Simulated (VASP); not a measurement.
**Nb: single point with HSE06**

The system is Nb.

```xyz
1
Lattice="0.0000 2.1428 2.1428 2.1428 0.0000 2.1428 2.1428 2.1428 0.0000" Properties=species:S:1:pos:R:3 pbc="T T T"
Nb    0.0000    0.0000    0.0000
```

```json
{
 "Program": "VASP 6.6.1",
 "Task": "single point",
 "Functional": "HSE06",
 "Potentials or basis": "VASP PAW PBE potentials, release 64 (Nb_sv)",
 "Cutoff": "520 eV",
 "k mesh": "6 × 6 × 6",
 "Occupations": "fermi-dirac, width 0.05 eV",
 "Spin": "no spin polarisation"
}
```

* Pressure: -9.2 GPa

Levels at points of the mesh, in eV from the Fermi level:
```tsv
k point	band 3	band 4	band 5	band 6	band 7	band 8	band 9	band 10
(0.00, 0.00, 0.00)	-33.00	-33.00	-7.34	0.22	0.22	0.22	3.20	3.20
(0.50, 0.00, 0.00)	-33.14	-33.14	-4.52	0.10	0.10	0.74	4.96	4.96
(0.50, 0.50, 0.00)	-33.38	-33.38	-4.52	-3.91	3.29	5.11	5.45	5.45
```

Wall time 11 min on 1 thread of Intel(R) Xeon(R) Platinum 8375C CPU @ 2.90GHz (Ice Lake), on a shared host, peak memory 0.24 GiB.

Caveat: the k points lie up to 0.42 Å⁻¹ apart; the PAW data sets were made with another functional, which shifts forces and pressure a little.
